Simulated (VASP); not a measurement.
# CdF2 (Fm-3m) in VASP: further runs

Runs on CdF2. Level: PBE. Tasks: single point, relaxation of cell and atoms.

All numbers are computed with VASP 6.6.1; they aren't measurements. Logs are shortened: lines on timing, memory, paths and dates and some standing lists are left out, and cuts for length are marked.

## (1) The cell of the first run

Symmetry: Fm-3m, No. 225, cubic system. Conventional cell: a = 5.481 Å, b = 5.481 Å, c = 5.481 Å, α = 90.00°, β = 90.00°, γ = 90.00°. Cd (site symmetry m-3m) has 8 F at 2.37 Å within 3.1 Å. F (site symmetry -43m) has 4 Cd at 2.37 Å and 6 F at 2.74 Å within 3.1 Å.

## (2) Single point, PBE

Input file INCAR:

```
  PREC = Accurate
  ENCUT = 520
  EDIFF = 1E-7
  ISMEAR = 0
  SIGMA = 0.02
  LREAL = F
  LASPH = T
  NELM = 100
  ALGO = Normal
  ISIF = 2
  LWAVE = F
  LCHARG = T
  GGA = PE
  LELF = T
  LVHAR = T
  NBANDS = 20
```

Input file KPOINTS:

```
Automatic mesh
0
Gamma
  8 8 8
```

Input file POSCAR:

```
CdF2
1.0
    0.0000000000      2.7407041214      2.7407041214
    2.7407041214      0.0000000000      2.7407041214
    2.7407041214      2.7407041214      0.0000000000
Cd F
1 2
Direct
    0.0000000000      0.0000000000      0.0000000000
    0.2500000000      0.2500000000      0.2500000000
    0.7500000000      0.7500000000      0.7500000000
```

Potentials or basis: VASP PAW PBE potentials, release 64 (Cd, F).

Command:

```sh
$ cat potpaw_PBE.64/Cd/POTCAR potpaw_PBE.64/F/POTCAR > POTCAR
$ mpirun -np 1 vasp_std > vasp.out
```

OUTCAR:

```text
PREC = Accurate
   ENCUT = 520
   EDIFF = 1E-7
   ISMEAR = 0
   LREAL = F
   LASPH = T
   NELM = 100
   ISIF = 2
   GGA = PE

 ion  position               nearest neighbor table
   1  0.000  0.000  0.000-   3 2.37   3 2.37   3 2.37   2 2.37   2 2.37   2 2.37   3 2.37   2 2.37

   2  0.250  0.250  0.250-   1 2.37   1 2.37   1 2.37   1 2.37
   3  0.750  0.750  0.750-   1 2.37   1 2.37   1 2.37   1 2.37

  LATTYP: Found a face centered cubic cell.
 ALAT       =     5.4814082428

  Lattice vectors:

 A1 = (   0.0000000000,   2.7407041214,   2.7407041214)
 A2 = (   2.7407041214,   0.0000000000,   2.7407041214)
 A3 = (   2.7407041214,   2.7407041214,   0.0000000000)

Analysis of symmetry for initial positions (statically):
=====================================================================
 Subroutine PRICEL returns:
 Original cell was already a primitive cell.

 Routine SETGRP: Setting up the symmetry group for a
 face centered cubic supercell.

 Subroutine GETGRP returns: Found 48 space group operations
 (whereof 48 operations were pure point group operations)
 out of a pool of 48 trial point group operations.

The static configuration has the point symmetry O_h .

Analysis of symmetry for dynamics (positions and initial velocities):
=====================================================================
 Subroutine PRICEL returns:
 Original cell was already a primitive cell.

 Routine SETGRP: Setting up the symmetry group for a
 face centered cubic supercell.

 Subroutine GETGRP returns: Found 48 space group operations
 (whereof 48 operations were pure point group operations)
 out of a pool of 48 trial point group operations.

The dynamic configuration has the point symmetry O_h .

 Subroutine INISYM returns: Found 48 space group operations
 (whereof 48 operations are pure point group operations),
 and found     1 'primitive' translations

----------------------------------------------------------------------------------------

                                     Primitive cell

  volume of cell :      41.1734

  direct lattice vectors                    reciprocal lattice vectors
     0.000000000  2.740704121  2.740704121    -0.182434870  0.182434870  0.182434870
     2.740704121  0.000000000  2.740704121     0.182434870 -0.182434870  0.182434870
     2.740704121  2.740704121  0.000000000     0.182434870  0.182434870 -0.182434870
[... 78 lines left out ...]
   ISTART =      0    job   : 0-new  1-cont  2-samecut
   ICHARG =      2    charge: 1-file 2-atom 10-const
   ISPIN  =      1    spin polarized calculation?
   LNONCOLLINEAR =      F non collinear calculations
   LSORBIT =      F    spin-orbit coupling
   LASPH  =      T    aspherical Exc in radial PAW
   ENCUT  =  520.0 eV  38.22 Ry    6.18 a.u.   7.21  7.21  7.21*2*pi/ulx,y,z
   NELM   =    100;   NELMIN=  2; NELMDL= -5     # of ELM steps
   EDIFF  = 0.1E-06   stopping-criterion for ELM
   LREAL  =      F    real-space projection
   EDIFFG = 0.1E-05   stopping-criterion for IOM
   NSW    =      0    number of steps for IOM
   IBRION =     -1    ionic relax: 0-MD 1-quasi-New 2-CG
   NFREE  =      0    steps in history (QN), initial steepest desc. (CG)
   ISIF   =      2    stress and relaxation
   ISYM   =      2    0-nonsym 1-usesym 2-fastsym
   POTIM  = 0.5000    time-step for ionic-motion
   TEBEG  =    0.0;   TEEND  =   0.0 temperature during run
   PSTRESS=    0.0 pullay stress
   NELECT =      26.0000    total number of electrons
   NUPDOWN=      -1.0000    fix difference up-down
   EMIN   =  10.00;   EMAX   =-10.00  energy-range for DOS
   EFERMI =   0.00;   METHOD = LEGACY
   ISMEAR =     0;   SIGMA  =   0.02  broadening in eV -4-tet -1-fermi 0-gaus
   EFERMI_NEDOS =   21; number of points for ismear=-14 and -15
   IALGO  =     38    algorithm
   IMIX   =      4    mixing-type and parameters
     AMIX     =   0.40;   BMIX     =  1.00
     AMIX_MAG =   1.60;   BMIX_MAG =  1.00
  volume/ion in A,a.u.               =      13.72        92.62
  Fermi-wavevector in a.u.,A,eV,Ry     =   1.404517  2.654153 26.839794  1.972669
  Thomas-Fermi vector in A             =   2.527071
   LORBIT       =      0    0 simple, 1 ext, 2 COOP (PROOUT), +10 PAW based schemes
   GGA     = PE    functional components
   LHFCALC =     F    Hartree Fock is set to
   AEXX    =    0.0000 exact exchange contribution
   IVDW    =     0    specifies the selected vdW correction
   LEPSILON=     F    determine dielectric tensor
   LRPA    =     F    only Hartree local field effects (RPA)
 non-spin polarized calculation
 Gauss-broadening in eV      SIGMA  =   0.02
  energy-cutoff  :      520.00
  volume of cell :       41.17
 maximum number of plane-waves:      1124
 NGX is ok and might be reduce to    30
   NGX = 15   NGY = 15   NGZ = 15

 number of electron      25.9999995 magnetization

 Free energy of the ion-electron system (eV)
  ---------------------------------------------------
  ext. energy  EPLUGINS =         0.00000000
  ---------------------------------------------------
  free energy    TOTEN  =       -10.90522856 eV

  energy without entropy =      -10.90522856  energy(sigma->0) =      -10.90522856

 E-fermi :  -1.4787     XC(G=0): -10.1345

 val. band max:       -1.6844459567   @ k =  -0.2500   0.5000   0.2500
 cond. band min:       1.2016288660   @ k =   0.0000   0.0000   0.0000
 fundamental gap:      2.8860748227
 Fermi energy:        -1.4786764550

 k-point     1 :       0.0000    0.0000    0.0000
  band No.  band energies     occupation
      1     -22.2162      2.00000
      2     -21.2486      2.00000
      3      -7.1648      2.00000
      4      -7.1648      2.00000
      5      -7.1648      2.00000
      6      -6.1699      2.00000
[... 541 lines left out ...]
     19      16.6559      0.00000
     20      20.1521      0.00000

 [... further k-points ...]
[... 5 lines left out ...]
  --------------------------------------------------------------------------------------
  -------------------------------------------------------------------------------------
  Total        0.1344635      0.1344635      0.1344635      0.0000000      0.0000000      0.0000000
  in kB        5.2323696      5.2323696      5.2323696      0.0000000      0.0000000      0.0000000
  external PRESSURE =       5.2323696 kB  Pullay stress =       0.0000000 kB

 VOLUME and BASIS-vectors are now :
 -----------------------------------------------------------------------------
  energy-cutoff  :      520.00
  volume of cell :       41.17
      direct lattice vectors                 reciprocal lattice vectors
     0.000000000  2.740704121  2.740704121    -0.182434870  0.182434870  0.182434870
     2.740704121  0.000000000  2.740704121     0.182434870 -0.182434870  0.182434870
     2.740704121  2.740704121  0.000000000     0.182434870  0.182434870 -0.182434870

 POSITION                                       TOTAL-FORCE (eV/Angst)
 -----------------------------------------------------------------------------------
      0.00000      0.00000      0.00000         0.000000      0.000000      0.000000
      1.37035      1.37035      1.37035         0.000000     -0.000000      0.000000
      4.11106      4.11106      4.11106        -0.000000      0.000000     -0.000000
 -----------------------------------------------------------------------------------
    total drift:                                0.000000     -0.000000      0.000000

  FREE ENERGIE OF THE ION-ELECTRON SYSTEM (eV)
  ---------------------------------------------------
  free  energy   TOTEN  =       -10.9052285614 eV

  energy  without entropy=      -10.9052285614  energy(sigma->0) =      -10.90522856
```

OSZICAR:

```text
N       E                     dE             d eps       ncg     rms          rms(c)
DAV:   1     0.200459494683E+03    0.20046E+03   -0.15475E+04  1192   0.131E+03
DAV:   2    -0.345647551634E+01   -0.20392E+03   -0.19501E+03  1272   0.342E+02
DAV:   3    -0.126445749721E+02   -0.91881E+01   -0.91657E+01  1328   0.788E+01
DAV:   4    -0.126879507261E+02   -0.43376E-01   -0.43374E-01  1248   0.551E+00
DAV:   5    -0.126881113349E+02   -0.16061E-03   -0.16061E-03  1312   0.299E-01    0.964E+00
DAV:   6    -0.108783405659E+02    0.18098E+01   -0.41810E+00  1480   0.390E+01    0.689E+00
DAV:   7    -0.109243427655E+02   -0.46002E-01   -0.93707E-01  1192   0.865E+00    0.391E+00
DAV:   8    -0.109144171959E+02    0.99256E-02   -0.15732E-01  1184   0.356E+00    0.748E-01
DAV:   9    -0.109045456510E+02    0.98715E-02   -0.37548E-02  1380   0.221E+00    0.959E-02
DAV:  10    -0.109050971782E+02   -0.55153E-03   -0.30281E-03  1216   0.636E-01    0.128E-01
DAV:  11    -0.109052051438E+02   -0.10797E-03   -0.20803E-04  1228   0.147E-01    0.461E-02
DAV:  12    -0.109052270358E+02   -0.21892E-04   -0.68613E-05  1176   0.693E-02    0.186E-02
DAV:  13    -0.109052289293E+02   -0.18936E-05   -0.96210E-06  1260   0.253E-02    0.489E-03
DAV:  14    -0.109052285263E+02    0.40303E-06   -0.11515E-06  1220   0.131E-02    0.170E-03
DAV:  15    -0.109052285614E+02   -0.35082E-07   -0.10586E-07  1076   0.295E-03
   1 F= -.10905229E+02 E0= -.10905229E+02  d E =-.141281E-49
```

stdout:

```text
POSCAR found type information on POSCAR CdF
 POSCAR found :  2 types and       3 ions
 scaLAPACK will be used
 LDA part: xc-table for (Slater+PW92), standard interpolation
 POSCAR, INCAR and KPOINTS ok, starting setup
 FFT: planning ... GRIDC
 FFT: planning ... GRID_SOFT
 FFT: planning ... GRID
 WAVECAR not read
 entering main loop
```

Wall time 15 s (1 thread of Intel Xeon 6975P-C (Granite Rapids), shared host); peak memory 0.17 GiB.

What came out:

```
Free energy            : -10.9052 eV
Pressure               : 0.5 GPa
Band gap on the k mesh : 2.89 eV, indirect (least direct gap 3.44 eV)
```

## (3) Relaxation of cell and atoms, PBE

Input file INCAR:

```
SYSTEM = CdF2
PREC = Accurate
ENCUT = 600
EDIFF = 1E-6
ISMEAR = 0
SIGMA = 0.02
LREAL = .False.
LASPH = .True.
NELM = 100
ALGO = Normal
ISIF = 3
LWAVE = .False.
LCHARG = .False.
GGA = PE
IBRION = 2
NSW = 100
EDIFFG = -0.01
```

Input file KPOINTS:

```
regular mesh
0
Gamma
  8 8 8
  0 0 0
```

Input file POSCAR:

```
CdF2
1.0
    0.0000000000      2.7393819754      2.7393819754
    2.7393819754      0.0000000000      2.7393819754
    2.7393819754      2.7393819754      0.0000000000
Cd F
1 2
Direct
    0.0000000000      0.0000000000      0.0000000000
    0.2500000000      0.2500000000      0.2500000000
    0.7500000000      0.7500000000      0.7500000000
```

Potentials or basis: VASP PAW PBE potentials, release 64 (Cd, F).

Command:

```sh
$ cat potpaw_PBE.64/Cd/POTCAR potpaw_PBE.64/F/POTCAR > POTCAR
$ mpirun -np 1 vasp_std > vasp.out
```

Run time: 18 s. Hardware: 1 thread of Intel Xeon 6975P-C (Granite Rapids), shared host; peak memory 0.19 GiB.

It converged, with:

```
Free energy                            : -10.9085 eV
Relaxed volume                         : 13.78 Å³/atom
Relaxed cell                           : a = 3.881 Å, b = 3.881 Å, c = 3.881 Å, α = 60.00°, β = 60.00°, γ = 60.00°
Space group after relaxing (to 0.05 Å) : Fm-3m (No. 225)
Energy gained by relaxing              : 0.1 meV/atom
Ionic steps                            : 3
Pressure after relaxing                : 0.0 GPa
Band gap on the k mesh                 : 2.87 eV, indirect (least direct gap 3.44 eV)
```

Step by step:
| step | energy change (eV) | largest force (eV/Å) | pressure (GPa) | volume (Å³) |
| --- | --- | --- | --- | --- |
| 1 | 0.0000 | 0.0000 | 0.52 | 41.11 |
| 2 | -0.0003 | 0.0000 | -0.12 | 41.38 |
| 3 | -0.0003 | 0.0000 | 0.00 | 41.33 |

Final structure:
```
CELL_PARAMETERS angstrom
0.00000 2.74409 2.74409
2.74409 0.00000 2.74409
2.74409 2.74409 0.00000
ATOMIC_POSITIONS crystal
Cd 0.00000 0.00000 0.00000
F 0.25000 0.25000 0.25000
F 0.75000 0.75000 0.75000
```

Levels at points of the mesh, in eV from the valence-band top:
```csv
k point,band 9,band 10,band 11,band 12,band 13,band 14,band 15,band 16,band 17
"(0.00, 0.00, 0.00)",-0.84,-0.84,-0.56,-0.56,-0.56,2.87,12.43,12.43,12.43
"(0.50, 0.00, 0.00)",-2.04,-1.64,-1.64,-0.43,-0.43,6.76,8.97,14.02,14.02
"(0.50, 0.50, 0.00)",-2.68,-2.68,-0.40,-0.08,-0.08,7.55,9.35,11.81,13.79
```

A k mesh can miss the band edges. As with any semilocal functional, this PBE gap is likely too small.
